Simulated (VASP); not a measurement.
# Te (Im-3m) in VASP: further runs

Runs on Te. Level: BLYP. Tasks: single point.

Everything below comes from runs of VASP 6.6.1. Logs are shortened: lines on timing, memory, paths and dates and some standing lists are left out, and cuts for length are marked.

**1. The cell of the first run**

The structure is cubic, space group Im-3m (No. 229). Conventional cell: a = 3.893 Å, b = 3.893 Å, c = 3.893 Å, α = 90.00°, β = 90.00°, γ = 90.00°. Within 4.4 Å of Te (site symmetry m-3m) lie 14 Te at 3.37 to 3.89 Å.

**2. Single point, BLYP (volume scaled by 0.92)**

INCAR

```
PREC = Accurate
ENCUT = 520
EDIFF = 1E-7
ISMEAR = -1
SIGMA = 0.1
LREAL = F
LASPH = T
NELM = 60
ALGO = Normal
ISIF = 2
LWAVE = F
LCHARG = F
GGA = B5
ALDAX = 1.0
AGGAX = 1.0
AGGAC = 1.0
ALDAC = 0.0
NBANDS = 9
```

KPOINTS

```
regular mesh
0
Gamma
  13 13 13
```

POSCAR

```
Te
1.0
   -1.9466299378      1.9466299378      1.9466299378
    1.9466299378     -1.9466299378      1.9466299378
    1.9466299378      1.9466299378     -1.9466299378
Te
1
Direct
    0.0000000000      0.0000000000      0.0000000000
```

Potentials or basis: VASP PAW PBE potentials, release 64 (Te).

The run is started by

```console
cat potpaw_PBE.64/Te/POTCAR > POTCAR
mpirun -np 1 vasp_std > vasp.out
```

OUTCAR:

```text
PREC = Accurate
   ENCUT = 520
   EDIFF = 1E-7
   ISMEAR = -1
   LREAL = F
   LASPH = T
   NELM = 60
   ISIF = 2
   GGA = B5

 ion  position               nearest neighbor table
   1  0.000  0.000  0.000-

  LATTYP: Found a body centered cubic cell.
 ALAT       =     3.8932598756

  Lattice vectors:

 A1 = (  -1.9466299378,   1.9466299378,   1.9466299378)
 A2 = (   1.9466299378,  -1.9466299378,   1.9466299378)
 A3 = (   1.9466299378,   1.9466299378,  -1.9466299378)

Analysis of symmetry for initial positions (statically):
=====================================================================
 Subroutine PRICEL returns:
 Original cell was already a primitive cell.

 Routine SETGRP: Setting up the symmetry group for a
 body centered cubic supercell.

 Subroutine GETGRP returns: Found 48 space group operations
 (whereof 48 operations were pure point group operations)
 out of a pool of 48 trial point group operations.

The static configuration has the point symmetry O_h .

Analysis of symmetry for dynamics (positions and initial velocities):
=====================================================================
 Subroutine PRICEL returns:
 Original cell was already a primitive cell.

 Routine SETGRP: Setting up the symmetry group for a
 body centered cubic supercell.

 Subroutine GETGRP returns: Found 48 space group operations
 (whereof 48 operations were pure point group operations)
 out of a pool of 48 trial point group operations.

The dynamic configuration has the point symmetry O_h .

 Subroutine INISYM returns: Found 48 space group operations
 (whereof 48 operations are pure point group operations),
 and found     1 'primitive' translations

----------------------------------------------------------------------------------------

                                     Primitive cell

  volume of cell :      29.5060

  direct lattice vectors                    reciprocal lattice vectors
    -1.946629938  1.946629938  1.946629938     0.000000000  0.256854161  0.256854161
     1.946629938 -1.946629938  1.946629938     0.256854161  0.000000000  0.256854161
     1.946629938  1.946629938 -1.946629938     0.256854161  0.256854161  0.000000000

  length of vectors
     3.371661956  3.371661956  3.371661956     0.363246638  0.363246638  0.363246638

  position of ions in fractional coordinates (direct lattice)
     0.000000000  0.000000000  0.000000000

  ion indices of the primitive-cell ions
   primitive index   ion index
                 1           1

----------------------------------------------------------------------------------------

 KPOINTS: regular mesh

Automatic generation of k-mesh.
 Grid dimensions read from file:
 generate k-points for:   13   13   13

 Generating k-lattice:

  Cartesian coordinates                     Fractional coordinates (reciprocal lattice)
     0.000000000  0.019758012  0.019758012     0.076923077  0.000000000  0.000000000
     0.019758012  0.000000000  0.019758012     0.000000000  0.076923077  0.000000000
     0.019758012  0.019758012  0.000000000     0.000000000  0.000000000  0.076923077

  Length of vectors
     0.027942049  0.027942049  0.027942049

  Shift w.r.t. Gamma in fractional coordinates (k-lattice)
     0.000000000  0.000000000  0.000000000

 Subroutine IBZKPT returns following result:
 ===========================================

 Found     84 irreducible k-points:

 Following reciprocal coordinates:
            Coordinates               Weight
  0.000000  0.000000  0.000000      1.000000
  0.076923  0.000000  0.000000     12.000000
  0.153846  0.000000  0.000000     12.000000
  0.230769  0.000000  0.000000     12.000000
  0.307692  0.000000  0.000000     12.000000
  0.384615  0.000000  0.000000     12.000000
[... 16 lines left out ...]
  0.153846  0.076923  0.076923     24.000000
  0.230769  0.076923  0.076923     24.000000
 [... further k-points ...]
   k-points           NKPTS =     84   k-points in BZ     NKDIM =     84   number of bands    NBANDS=      9
   number of dos      NEDOS =    301   number of ions     NIONS =      1
   total plane-waves  NPLWV =  21952
   dimension x,y,z NGX =    28 NGY =   28 NGZ =   28
   dimension x,y,z NGXF=    56 NGYF=   56 NGZF=   56
   ions per type =               1
   NGX,Y,Z   is equivalent  to a cutoff of  13.81, 13.81, 13.81 a.u.
   NGXF,Y,Z  is equivalent  to a cutoff of  27.61, 27.61, 27.61 a.u.
 SYSTEM =  unknown system
   PREC   = accura    normal or accurate (medium, high low for compatibility)
   ISTART =      0    job   : 0-new  1-cont  2-samecut
   ICHARG =      2    charge: 1-file 2-atom 10-const
   ISPIN  =      1    spin polarized calculation?
   LNONCOLLINEAR =      F non collinear calculations
   LSORBIT =      F    spin-orbit coupling
   LASPH  =      T    aspherical Exc in radial PAW
   ENCUT  =  520.0 eV  38.22 Ry    6.18 a.u.   6.27  6.27  6.27*2*pi/ulx,y,z
   NELM   =     60;   NELMIN=  2; NELMDL= -5     # of ELM steps
   EDIFF  = 0.1E-06   stopping-criterion for ELM
   LREAL  =      F    real-space projection
   EDIFFG = 0.1E-05   stopping-criterion for IOM
   NSW    =      0    number of steps for IOM
   IBRION =     -1    ionic relax: 0-MD 1-quasi-New 2-CG
   NFREE  =      0    steps in history (QN), initial steepest desc. (CG)
   ISIF   =      2    stress and relaxation
   ISYM   =      2    0-nonsym 1-usesym 2-fastsym
   POTIM  = 0.5000    time-step for ionic-motion
   TEBEG  =    0.0;   TEEND  =   0.0 temperature during run
   PSTRESS=    0.0 pullay stress
   NELECT =       6.0000    total number of electrons
   NUPDOWN=      -1.0000    fix difference up-down
   EMIN   =  10.00;   EMAX   =-10.00  energy-range for DOS
   EFERMI =   0.00;   METHOD = LEGACY
   ISMEAR =    -1;   SIGMA  =   0.10  broadening in eV -4-tet -1-fermi 0-gaus
   EFERMI_NEDOS =   21; number of points for ismear=-14 and -15
   IALGO  =     38    algorithm
   IMIX   =      4    mixing-type and parameters
     AMIX     =   0.40;   BMIX     =  1.00
     AMIX_MAG =   1.60;   BMIX_MAG =  1.00
  volume/ion in A,a.u.               =      29.51       199.12
  Fermi-wavevector in a.u.,A,eV,Ry     =   0.962695  1.819229 12.609619  0.926781
  Thomas-Fermi vector in A             =   2.092176
   LORBIT       =      0    0 simple, 1 ext, 2 COOP (PROOUT), +10 PAW based schemes
   GGA     = B5    functional components
   LHFCALC =     F    Hartree Fock is set to
   AEXX    =    0.0000 exact exchange contribution
   IVDW    =     0    specifies the selected vdW correction
   LEPSILON=     F    determine dielectric tensor
   LRPA    =     F    only Hartree local field effects (RPA)
 non-spin polarized calculation
  energy-cutoff  :      520.00
  volume of cell :       29.51
 maximum number of plane-waves:       806
 NGX is ok and might be reduce to    28
   NGX = 13   NGY = 13   NGZ = 13

 number of electron       5.9999999 magnetization

 Free energy of the ion-electron system (eV)
  ---------------------------------------------------
  ext. energy  EPLUGINS =         0.00000000
  ---------------------------------------------------
  free energy    TOTEN  =        -2.07574065 eV

  energy without entropy =       -2.05173492  energy(sigma->0) =       -2.06373779

 E-fermi :   7.8326     XC(G=0):  -9.2459

 val. band max:        7.8054700395   @ k =   0.4615   0.0000   0.0000
 cond. band min:       7.8668824796   @ k =  -0.2308   0.3077   0.0769
 fundamental gap:      0.0614124401
 Fermi energy:         7.8325831654

 k-point     1 :       0.0000    0.0000    0.0000
  band No.  band energies     occupation
      1      -5.7561      2.00000
      2      10.4958      0.00000
      3      10.4958      0.00000
      4      10.4958      0.00000
      5      17.5874      0.00000
      6      17.6997      0.00000
      7      17.6997      0.00000
      8      17.6997      0.00000
      9      20.0792      0.00000

 k-point     2 :       0.0769    0.0000    0.0000
  band No.  band energies     occupation
      1      -5.6549      2.00000
      2       9.8090      0.00000
      3      10.2547      0.00000
      4      10.4514      0.00000
      5      17.2079      0.00000
      6      17.2169      0.00000
      7      18.1220      0.00000
      8      18.2455      0.00000
      9      19.0957      0.00000

 k-point     3 :       0.1538    0.0000    0.0000
  band No.  band energies     occupation
      1      -5.3555      2.00000
      2       8.2601      0.02744
      3       9.6817      0.00000
      4      10.3257      0.00000
      5      16.1240      0.00000
      6      16.4078      0.00000
      7      18.9222      0.00000
      8      18.9396      0.00000
      9      19.2370      0.00000

 k-point     4 :       0.2308    0.0000    0.0000
  band No.  band energies     occupation
      1      -4.8737      2.00000
      2       6.4695      2.00000
      3       9.0241      0.00001
      4      10.1439      0.00000
      5      15.1268      0.00000
      6      15.6805      0.00000
      7      18.9466      0.00000
      8      19.3546      0.00000
      9      20.7913      0.00000
[... 205 lines left out ...]
 k-point    22 :       0.0769    0.0769    0.0769
  band No.  band energies     occupation
      1      -5.1608      2.00000
      2       7.5150      1.91982
      3       9.6632      0.00000
      4       9.6632      0.00000
      5      16.3908      0.00000
      6      16.3908      0.00000
      7      18.1634      0.00000
      8      19.5151      0.00000
      9      19.5151      0.00000

 k-point    23 :       0.1538    0.0769    0.0769
  band No.  band energies     occupation
      1      -4.6898      2.00000
      2       6.1309      2.00000
      3       8.6706      0.00046
      4       9.3330      0.00000
      5      16.0991      0.00000
      6      16.1482      0.00000
      7      19.0052      0.00000
      8      19.6964      0.00000
      9      19.8440      0.00000

 k-point    24 :       0.2308    0.0769    0.0769
  band No.  band energies     occupation
      1      -4.0824      2.00000
      2       4.7012      2.00000
      3       7.7927      1.19691
      4       9.0102      0.00002
      5      15.6251      0.00000
      6      15.9795      0.00000
      7      19.8988      0.00000
      8      20.0907      0.00000
      9      20.9932      0.00000

 [... further k-points ...]

------------------------ aborting loop because EDIFF is reached ----------------------------------------

  FORCE on cell =-STRESS in cart. coord.  units (eV):
  Direction    XX          YY          ZZ          XY          YZ          ZX
  --------------------------------------------------------------------------------------
  -------------------------------------------------------------------------------------
  Total        0.7193683      0.7193683      0.7193683      0.0000000     -0.0000000      0.0000000
  in kB       39.0617517     39.0617517     39.0617517      0.0000000     -0.0000000      0.0000000
  external PRESSURE =      39.0617517 kB  Pullay stress =       0.0000000 kB

 VOLUME and BASIS-vectors are now :
 -----------------------------------------------------------------------------
  energy-cutoff  :      520.00
  volume of cell :       29.51
      direct lattice vectors                 reciprocal lattice vectors
    -1.946629938  1.946629938  1.946629938     0.000000000  0.256854161  0.256854161
     1.946629938 -1.946629938  1.946629938     0.256854161  0.000000000  0.256854161
     1.946629938  1.946629938 -1.946629938     0.256854161  0.256854161  0.000000000

 POSITION                                       TOTAL-FORCE (eV/Angst)
 -----------------------------------------------------------------------------------
      0.00000      0.00000      0.00000         0.000000     -0.000000      0.000000
 -----------------------------------------------------------------------------------
    total drift:                                0.000000      0.000000      0.000000

  FREE ENERGIE OF THE ION-ELECTRON SYSTEM (eV)
  ---------------------------------------------------
  free  energy   TOTEN  =        -2.0757406505 eV

  energy  without entropy=       -2.0517349234  energy(sigma->0) =       -2.06373779
```

Wall time 32 s (1 thread of Intel Xeon Platinum 8259CL at 2.50GHz (Skylake/Cascade Lake), shared host); peak memory 0.16 GiB.

Results:

```yaml
Free_energy: -2.0757 eV
Pressure: 3.9 GPa
Band_gap_on_the_k_mesh: zero (band 3 reaches 10.50 eV, above the bottom of band 4 at 5.05 eV)
```

Caveat: the PAW data sets were made with another functional, which shifts forces and pressure a little; spin-orbit coupling is left out, which moves the levels of the heavy elements.

[end of part 1 of 2]
